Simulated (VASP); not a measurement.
Wanted: the native input for a VASP 6.6.1 run.

| Property | Result |
| --- | --- |
| Task | single point |
| Functional | r2SCAN |
| Potentials or basis | VASP PAW PBE potentials, release 64 (Hf_pv, O) |
| Cutoff | 520 eV |
| k mesh | 8 × 8 × 8 |
| Occupations | gaussian, width 0.05 eV |
| Spin | no spin polarisation |
| Dipole correction | no |
| Further INCAR settings | ALGO = Normal; EDIFF = 1e-06; NBANDS = 18 |

The system is HfO2.

```
Hf O
1.0
     0.00000    2.49356    2.68538
     2.49356    0.00000    2.68538
     2.49356    2.49356    0.00000
Hf O
1 2
Cartesian
  0.0000 0.0000 0.0000
  1.2468 1.2468 1.3427
  3.7403 3.7403 4.0281
```

This cell differs from its parent crystal: strain -0.025 along x and y, +0.050 along z.

One way to write it, as run:

POSCAR

```
HfO2
1.0
    0.0000000000      2.4935625000      2.6853750000
    2.4935625000      0.0000000000      2.6853750000
    2.4935625000      2.4935625000      0.0000000000
Hf O
1 2
Direct
    0.0000000000      0.0000000000      0.0000000000
    0.2500000000      0.2500000000      0.2500000000
    0.7500000000      0.7500000000      0.7500000000
```

INCAR.step1

```
SYSTEM = HfO2
PREC     = Accurate       ! precision mode
ENCUT    = 520            ! plane-wave cutoff, eV
ISMEAR   = 0              ! smearing method
SIGMA    = 0.05           ! smearing width, eV
LREAL    = .FALSE.        ! projectors in reciprocal space
LASPH    = .TRUE.         ! aspherical terms in the spheres
NELM     = 60             ! most SCF steps
NBANDS   = 18             ! bands
GGA      = PE             ! functional
ALGO     = Normal         ! electronic algorithm
EDIFF    = 1E-4           ! SCF threshold, eV
LWAVE    = .TRUE.         ! write WAVECAR
LCHARG   = .FALSE.        ! write CHGCAR
```

INCAR.step2

```
SYSTEM = HfO2
PREC     = Accurate       ! precision mode
ENCUT    = 520            ! plane-wave cutoff, eV
EDIFF    = 1E-6           ! SCF threshold, eV
ISMEAR   = 0              ! smearing method
SIGMA    = 0.05           ! smearing width, eV
LREAL    = .FALSE.        ! projectors in reciprocal space
LASPH    = .TRUE.         ! aspherical terms in the spheres
NELM     = 60             ! most SCF steps
ALGO     = Normal         ! electronic algorithm
ISIF     = 2              ! what is computed and relaxed
LWAVE    = .FALSE.        ! write WAVECAR
LCHARG   = .FALSE.        ! write CHGCAR
METAGGA  = R2SCAN         ! meta-GGA
LMIXTAU  = .TRUE.       
NBANDS   = 18             ! bands
ISTART   = 1
```

KPOINTS

```
regular mesh
0
G
  8 8 8
  0 0 0
```

Potentials or basis: VASP PAW PBE potentials, release 64 (Hf_pv, O).

Command:

```bash
$ cat potpaw_PBE.64/Hf_pv/POTCAR potpaw_PBE.64/O/POTCAR > POTCAR
$ cp INCAR.step1 INCAR
$ mpirun -np 1 vasp_std > vasp.out
$ cp INCAR.step2 INCAR
$ mpirun -np 1 vasp_std > vasp.out
```

It gave:

```yaml
Pressure: -11.3 GPa
Band_gap_on_the_k_mesh: 3.38 eV (least direct gap 3.67 eV)
```

Caveat: the cell differs from its parent crystal (strain -0.025 along x and y, +0.050 along z); the cell stands under tension; the PAW data sets were made with another functional, which shifts forces and pressure a little; spin-orbit coupling is left out, which moves the levels of the heavy elements.

Run time: 2.5 min on 1 thread of Intel Xeon 8259CL, with other jobs on the host, peak memory 0.19 GiB.
